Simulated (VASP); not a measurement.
## LiH: single point with PBE

LiH:

```
Li H
1.0
     0.00000    1.99847    1.99847
     1.99847    0.00000    1.99847
     1.99847    1.99847    0.00000
Li H
1 1
Direct
  0.00000 0.00000 0.00000
  0.50000 0.50000 0.50000
```

```
Program             : VASP 6.6.1
Task                : single point
Functional          : PBE
Potentials or basis : VASP PAW PBE potentials, release 64 (Li_sv, H)
Cutoff              : 520 eV
k mesh              : 6 × 6 × 6
Occupations         : gaussian, width 0.01 eV
Spin                : no spin polarisation
```

```yaml
Band_gap_on_the_k_mesh: 2.97 eV, direct
```

Levels at points of the mesh, in eV from the valence-band top:
| k point | band 1 | band 2 | band 3 | band 4 | band 5 | band 6 |
| --- | --- | --- | --- | --- | --- | --- |
| (0.00, 0.00, 0.00) | -44.29 | -5.47 | 16.21 | 17.98 | 17.98 | 17.98 |
| (0.50, 0.00, 0.00) | -44.24 | -2.65 | 4.94 | 13.74 | 16.58 | 16.58 |
| (0.50, 0.50, 0.00) | -44.22 | 0.00 | 2.97 | 10.86 | 10.86 | 14.03 |

Wall time 5.6 s on 1 thread of AMD EPYC 7R43 64-Core Processor (Zen 3), with other jobs on the host, peak memory 0.09 GiB.

Caveat: the k points lie up to 0.45 Å⁻¹ apart. A k mesh can miss the band edges.
